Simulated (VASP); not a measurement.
A run of VASP 6.6.1 is set up as follows.

File INCAR:

```
PREC = Accurate ; ENCUT = 520
EDIFF = 1E-7 ; ISMEAR = 0
SIGMA = 0.02 ; LREAL = F
LASPH = T ; NELM = 80
ALGO = Normal ; ISIF = 2
LWAVE = F ; LCHARG = F
GGA = PE ; NBANDS = 16
```

Contents of KPOINTS:

```
regular mesh
0
Gamma
  10 10 10
```

The input POSCAR:

```
InP
1.0
    0.0000000000      2.8557190139      2.8557190139
    2.8557190139      0.0000000000      2.8557190139
    2.8557190139      2.8557190139      0.0000000000
In P
1 1
Direct
    0.0000000000      0.0000000000      0.0000000000
    0.2500000000      0.2500000000      0.2500000000
```

Potentials or basis: VASP PAW PBE potentials, release 64 (In_d, P).

Run with:

```bash
$ cat potpaw_PBE.64/In_d/POTCAR potpaw_PBE.64/P/POTCAR > POTCAR
$ mpirun -np 1 vasp_std > vasp.out
```

What does it give for the band gap on the k mesh?

1.13 eV, direct.

Predict the pressure.

10.1 GPa.

Caveat: spin-orbit coupling is left out, which moves the levels of the heavy elements. A k mesh can miss the band edges.
